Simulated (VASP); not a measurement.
# GaSb (I-4m2) in VASP: a series of runs, part 2 of 2

VASP 6.6.1. The steps go on from the part before.

### 3 Single point, r2SCAN (epitaxial xy strain -4.0%)

The input, POSCAR:

```
GaSb
1.0
    0.0000000000      2.9432436460      3.1672938365
    2.9432436460      0.0000000000      3.1672938365
    2.9432436460      2.9432436460      0.0000000000
Ga Sb
1 1
Direct
    0.0000000000      0.0000000000      0.0000000000
    0.2500000000      0.2500000000      0.2500000000
```

The input, INCAR.step1:

```
PREC = Accurate ; ENCUT = 520
ISMEAR = -1 ; SIGMA = 0.02
LREAL = False ; LASPH = True
NELM = 100 ; NBANDS = 16
GGA = PE ; ALGO = Normal
EDIFF = 1E-4 ; LWAVE = True
LCHARG = False
```

The input, INCAR.step2:

```
PREC = Accurate ; ENCUT = 520
EDIFF = 1E-7 ; ISMEAR = -1
SIGMA = 0.02 ; LREAL = False
LASPH = True ; NELM = 100
ALGO = Normal ; ISIF = 2
LWAVE = False ; LCHARG = True
METAGGA = R2SCAN ; LMIXTAU = True
LELF = True ; LVHAR = True
NBANDS = 16 ; ISTART = 1
```

The input, KPOINTS:

```
regular mesh
0
Gamma
  8 8 8
```

Potentials or basis: VASP PAW PBE potentials, release 64 (Ga_d, Sb).

Started as:

```bash
$ cat potpaw_PBE.64/Ga_d/POTCAR potpaw_PBE.64/Sb/POTCAR > POTCAR
$ cp INCAR.step1 INCAR
$ mpirun -np 1 vasp_std > vasp.out
$ cp INCAR.step2 INCAR
$ mpirun -np 1 vasp_std > vasp.out
```

OUTCAR:

```text
PREC = Accurate
   ENCUT = 520
   EDIFF = 1E-7
   ISMEAR = -1
   LREAL = False
   LASPH = True
   NELM = 100
   ISIF = 2
   METAGGA = R2SCAN
   ISTART = 1

 ion  position               nearest neighbor table
   1  0.000  0.000  0.000-   2 2.62   2 2.62   2 2.62   2 2.62
   2  0.250  0.250  0.250-   1 2.62   1 2.62   1 2.62   1 2.62

  LATTYP: Found a body centered tetragonal cell.
 ALAT       =     4.1623750815
 C/A-ratio  =     1.5218685363

  Lattice vectors:

 A1 = (  -2.9432436460,   0.0000000000,   3.1672938365)
 A2 = (   2.9432436460,   0.0000000000,   3.1672938365)
 A3 = (   0.0000000000,   2.9432436460,  -3.1672938365)

Analysis of symmetry for initial positions (statically):
=====================================================================
 Subroutine PRICEL returns:
 Original cell was already a primitive cell.

 Routine SETGRP: Setting up the symmetry group for a
 body centered tetragonal supercell.

 Subroutine GETGRP returns: Found  8 space group operations
 (whereof  8 operations were pure point group operations)
 out of a pool of 16 trial point group operations.

The static configuration has the point symmetry D_2d.

Analysis of symmetry for dynamics (positions and initial velocities):
=====================================================================
 Subroutine PRICEL returns:
 Original cell was already a primitive cell.

 Routine SETGRP: Setting up the symmetry group for a
 body centered tetragonal supercell.

 Subroutine GETGRP returns: Found  8 space group operations
 (whereof  8 operations were pure point group operations)
 out of a pool of 16 trial point group operations.

The dynamic configuration has the point symmetry D_2d.

 Subroutine INISYM returns: Found  8 space group operations
 (whereof  8 operations are pure point group operations),
 and found     1 'primitive' translations

----------------------------------------------------------------------------------------

                                     Primitive cell

  volume of cell :      54.8745

  direct lattice vectors                    reciprocal lattice vectors
     0.000000000  2.943243646  3.167293836    -0.169880601  0.169880601  0.157863471
     2.943243646  0.000000000  3.167293836     0.169880601 -0.169880601  0.157863471
     2.943243646  2.943243646  0.000000000     0.169880601  0.169880601 -0.157863471

  length of vectors
     4.323705981  4.323705981  4.162375082     0.287471238  0.287471238  0.287471238

  position of ions in fractional coordinates (direct lattice)
     0.000000000  0.000000000  0.000000000
     0.250000000  0.250000000  0.250000000

  ion indices of the primitive-cell ions
   primitive index   ion index
                 1           1
                 2           2

----------------------------------------------------------------------------------------

 KPOINTS: regular mesh

Automatic generation of k-mesh.
 Grid dimensions read from file:
 generate k-points for:    8    8    8

 Generating k-lattice:

  Cartesian coordinates                     Fractional coordinates (reciprocal lattice)
    -0.021235075  0.021235075  0.019732934     0.125000000  0.000000000  0.000000000
     0.021235075 -0.021235075  0.019732934     0.000000000  0.125000000  0.000000000
     0.021235075  0.021235075 -0.019732934     0.000000000  0.000000000  0.125000000

  Length of vectors
     0.035933905  0.035933905  0.035933905

  Shift w.r.t. Gamma in fractional coordinates (k-lattice)
     0.000000000  0.000000000  0.000000000

 Subroutine IBZKPT returns following result:
 ===========================================

 Found     59 irreducible k-points:

 Following reciprocal coordinates:
            Coordinates               Weight
  0.000000  0.000000  0.000000      1.000000
  0.125000  0.000000  0.000000      8.000000
  0.250000  0.000000  0.000000      8.000000
  0.375000  0.000000  0.000000      8.000000
  0.500000  0.000000  0.000000      4.000000
  0.125000  0.125000  0.000000      2.000000
[... 16 lines left out ...]
  0.250000  0.000000  0.125000     16.000000
  0.375000  0.000000  0.125000     16.000000
 [... further k-points ...]
   k-points           NKPTS =     59   k-points in BZ     NKDIM =     59   number of bands    NBANDS=     16
   number of dos      NEDOS =    301   number of ions     NIONS =      2
   total plane-waves  NPLWV =  32768
   dimension x,y,z NGX =    32 NGY =   32 NGZ =   32
   dimension x,y,z NGXF=    64 NGYF=   64 NGZF=   64
   ions per type =               1   1
   NGX,Y,Z   is equivalent  to a cutoff of  12.30, 12.30, 12.78 a.u.
   NGXF,Y,Z  is equivalent  to a cutoff of  24.61, 24.61, 25.56 a.u.
 SYSTEM =  unknown system
   PREC   = accura    normal or accurate (medium, high low for compatibility)
   ISTART =      1    job   : 0-new  1-cont  2-samecut
   ICHARG =      0    charge: 1-file 2-atom 10-const
   ISPIN  =      1    spin polarized calculation?
   LNONCOLLINEAR =      F non collinear calculations
   LSORBIT =      F    spin-orbit coupling
   LASPH  =      T    aspherical Exc in radial PAW
   ENCUT  =  520.0 eV  38.22 Ry    6.18 a.u.   8.04  8.04  7.74*2*pi/ulx,y,z
   NELM   =    100;   NELMIN=  2; NELMDL=  0     # of ELM steps
   EDIFF  = 0.1E-06   stopping-criterion for ELM
   LREAL  =      F    real-space projection
   EDIFFG = 0.1E-05   stopping-criterion for IOM
   NSW    =      0    number of steps for IOM
   IBRION =     -1    ionic relax: 0-MD 1-quasi-New 2-CG
   NFREE  =      0    steps in history (QN), initial steepest desc. (CG)
   ISIF   =      2    stress and relaxation
   ISYM   =      2    0-nonsym 1-usesym 2-fastsym
   POTIM  = 0.5000    time-step for ionic-motion
   TEBEG  =    0.0;   TEEND  =   0.0 temperature during run
   PSTRESS=    0.0 pullay stress
   NELECT =      18.0000    total number of electrons
   NUPDOWN=      -1.0000    fix difference up-down
   EMIN   =  10.00;   EMAX   =-10.00  energy-range for DOS
   EFERMI =   0.00;   METHOD = LEGACY
   ISMEAR =    -1;   SIGMA  =   0.02  broadening in eV -4-tet -1-fermi 0-gaus
   EFERMI_NEDOS =   21; number of points for ismear=-14 and -15
   IALGO  =     38    algorithm
   IMIX   =      4    mixing-type and parameters
     AMIX     =   0.40;   BMIX     =  1.00
     AMIX_MAG =   1.60;   BMIX_MAG =  1.00
  volume/ion in A,a.u.               =      27.44       185.16
  Fermi-wavevector in a.u.,A,eV,Ry     =   1.129038  2.133573 17.343725  1.274728
  Thomas-Fermi vector in A             =   2.265731
   LORBIT       =      0    0 simple, 1 ext, 2 COOP (PROOUT), +10 PAW based schemes
   METAGGA = R2SCAN    functional components
   LHFCALC =     F    Hartree Fock is set to
   AEXX    =    0.0000 exact exchange contribution
   IVDW    =     0    specifies the selected vdW correction
   LEPSILON=     F    determine dielectric tensor
   LRPA    =     F    only Hartree local field effects (RPA)
 non-spin polarized calculation
  energy-cutoff  :      520.00
  volume of cell :       54.87
 maximum number of plane-waves:      1500
   NGX = 17   NGY = 17   NGZ = 15

 number of electron      17.9999998 magnetization

 Free energy of the ion-electron system (eV)
  ---------------------------------------------------
  ext. energy  EPLUGINS =         0.00000000
  ---------------------------------------------------
  free energy    TOTEN  =       -37.54058299 eV

  energy without entropy =      -37.54058297  energy(sigma->0) =      -37.54058298

 E-fermi :   5.5576     XC(G=0):  -9.9233

 val. band max:        5.3056811087   @ k =   0.0000   0.0000   0.0000
 cond. band min:       5.8242252078   @ k =   0.5000   0.0000   0.0000
 fundamental gap:      0.5185440992
 Fermi energy:         5.5575868456

 k-point     1 :       0.0000    0.0000    0.0000
  band No.  band energies     occupation
      1     -10.4586      2.00000
      2     -10.4494      2.00000
      3     -10.4494      2.00000
      4     -10.3924      2.00000
      5     -10.3870      2.00000
      6      -7.1008      2.00000
[... 8 lines left out ...]
     15      13.4784      0.00000
     16      14.3441      0.00000
[... 419 lines left out ...]
 k-point    24 :       0.3750    0.0000    0.1250
  band No.  band energies     occupation
      1     -10.4835      2.00000
      2     -10.4418      2.00000
      3     -10.4370      2.00000
      4     -10.3968      2.00000
      5     -10.3843      2.00000
      6      -5.7709      2.00000
[... 8 lines left out ...]
     15      14.4007      0.00000
     16      15.2617      0.00000

 [... further k-points ...]

------------------------ aborting loop because EDIFF is reached ----------------------------------------

  FORCE on cell =-STRESS in cart. coord.  units (eV):
  Direction    XX          YY          ZZ          XY          YZ          ZX
  --------------------------------------------------------------------------------------
  -------------------------------------------------------------------------------------
  Total        1.5221649      1.5221649      0.0570805      0.0000000     -0.0000000      0.0000000
  in kB       44.4428108     44.4428108      1.6665858      0.0000000     -0.0000000      0.0000000
  external PRESSURE =      30.1840691 kB  Pullay stress =       0.0000000 kB

 VOLUME and BASIS-vectors are now :
 -----------------------------------------------------------------------------
  energy-cutoff  :      520.00
  volume of cell :       54.87
      direct lattice vectors                 reciprocal lattice vectors
     0.000000000  2.943243646  3.167293836    -0.169880601  0.169880601  0.157863471
     2.943243646  0.000000000  3.167293836     0.169880601 -0.169880601  0.157863471
     2.943243646  2.943243646  0.000000000     0.169880601  0.169880601 -0.157863471

 POSITION                                       TOTAL-FORCE (eV/Angst)
 -----------------------------------------------------------------------------------
      0.00000      0.00000      0.00000         0.000000      0.000000      0.000000
      1.47162      1.47162      1.58365        -0.000000     -0.000000      0.000000
 -----------------------------------------------------------------------------------
    total drift:                                0.000013      0.000013     -0.000033

  FREE ENERGIE OF THE ION-ELECTRON SYSTEM (eV)
  ---------------------------------------------------
  free  energy   TOTEN  =       -37.5405829852 eV

  energy  without entropy=      -37.5405829704  energy(sigma->0) =      -37.54058298
```

It took 85 s on 1 thread of Intel Xeon 6975P-C (Granite Rapids), shared host; peak memory 0.22 GiB.

Results:

| Item | Value |
| --- | --- |
| Free energy | -37.5406 eV |
| Pressure | 3.0 GPa |
| Band gap on the k mesh | 0.52 eV, indirect (least direct gap 0.56 eV) |

Caveat: the cell differs from its parent crystal (epitaxial xy strain -4.0%); the PAW data sets were made with another functional, which shifts forces and pressure a little; spin-orbit coupling is left out, which moves the levels of the heavy elements.
